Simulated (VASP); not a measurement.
Crystal: Au.

```
CELL_PARAMETERS angstrom
1.41131 -2.55593 0.00000
1.41131 2.55593 0.00000
0.00000 0.00000 4.89317
ATOMIC_POSITIONS crystal
Au 0.66533 0.33467 0.25000
Au 0.33467 0.66533 0.75000
```

Program: VASP 6.6.1. Alike in all runs: task single point; no spin polarisation; cell as given; k mesh 6 × 6 × 4; cutoff (eV) 500.

Problem. Order these runs on this cell by their pressure, lowest first.
A. level PBE; potentials or basis VASP PAW PBE potentials, release 64 (Au); smearing tetrahedron
B. level PBE+D4; potentials or basis VASP PAW PBE potentials, release 64 (Au); smearing gaussian 0.1 eV
C. level LDA; potentials or basis VASP PAW LDA potentials, release 64 (Au); smearing gaussian 0.1 eV
D. level PBE+U; potentials or basis VASP PAW PBE potentials, release 64 (Au); U Au d U = 5.6 eV; smearing fermi-dirac 0.051704 eV

Solution. C (-9.0 GPa), B (-2.4 GPa), D (1.7 GPa), A (3.9 GPa).

Caveats: all runs use coarse meshes; U without spin polarisation on a metal has little footing (at least some runs); the U is typed as a test and isn't derived for this compound (at least some runs).
